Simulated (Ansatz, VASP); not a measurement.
## One calculation of Nb, two programs

```
CELL_PARAMETERS angstrom
-1.63711 1.63711 1.71896
1.63711 -1.63711 1.71896
1.63711 1.63711 -1.71896
ATOMIC_POSITIONS crystal
Nb 0.00000 0.00000 0.00000
```

Alike in both runs: task single point; functional PBE; k mesh 22 × 22 × 22; occupations gaussian, width 0.15 eV; no spin polarisation.

|  | VASP | Ansatz |
| --- | --- | --- |
| version | VASP 6.6.1 | Ansatz 0.2.0 |
| potentials or method | VASP PAW PBE potentials, release 64 (Nb_sv), cutoff 520 eV | scalar-relativistic, plane waves, PAW |
| valence electrons in the cell | 13 | 13 |

```tsv
	VASP	Ansatz	Ansatz less VASP
gap on the k mesh at the Fermi level (eV)	none	none	-
pressure (GPa)	-2.8	-2.4	+0.36
traceless stress, the component that is largest in VASP (GPa)	-3.63	-3.64	-0.009
```

A gap of «none» marks a metal or a gap that the smearing closes. With one functional, cell and mesh, what is left measures potentials, basis and numerics.
